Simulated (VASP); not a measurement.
KCl: single point with PBE

Crystal: KCl.

```xyz
4
Lattice="4.4508 0.0000 0.0000 -2.2254 3.8545 0.0000 0.0000 0.0000 7.5202" Properties=species:S:1:pos:R:3 pbc="T T T"
K     0.0000    0.0000    0.0000
K     0.0000    0.0000    3.7601
Cl    0.0000    2.5696    1.8800
Cl    2.2254    1.2848    5.6401
```

This cell differs from its parent crystal: epitaxial xy strain +2.5%.

```json
{
 "Program": "VASP 6.6.1",
 "Task": "single point",
 "Functional": "PBE",
 "Potentials or basis": "VASP PAW PBE potentials, release 64 (K_sv, Cl)",
 "Cutoff": "520 eV",
 "k mesh": "12 × 12 × 4",
 "Occupations": "fermi-dirac, width 0.02 eV",
 "Spin": "no spin polarisation"
}
```

| Property | Result |
| --- | --- |
| Pressure | 0.2 GPa |
| Band gap on the k mesh | 5.07 eV, direct |

Stress tensor (GPa, compression positive):
```
-0.08  0.00  0.00
 0.00 -0.08  0.00
 0.00  0.00  0.81
```

Levels at points of the mesh, in eV from the valence-band top:
```tsv
k point	band 12	band 13	band 14	band 15	band 16	band 17	band 18	band 19	band 20	band 21
(0.00, 0.00, 0.00)	-0.27	-0.27	-0.06	0.00	0.00	5.07	7.41	7.50	8.52	8.52
(0.50, 0.00, 0.00)	-0.55	-0.44	-0.39	-0.31	-0.21	6.78	7.71	7.92	8.23	9.34
(0.00, 0.00, 0.50)	-0.59	-0.14	-0.14	-0.14	-0.14	6.26	6.26	8.09	8.09	9.05
(0.50, 0.00, 0.50)	-0.83	-0.33	-0.33	-0.26	-0.26	7.47	7.47	7.83	7.83	9.46
```

Wall time 2.2 min on 1 thread of Intel Xeon 6975P-C (shared host), peak memory 0.33 GiB.

Caveat: the cell differs from its parent crystal (epitaxial xy strain +2.5%). A k mesh can miss the band edges.
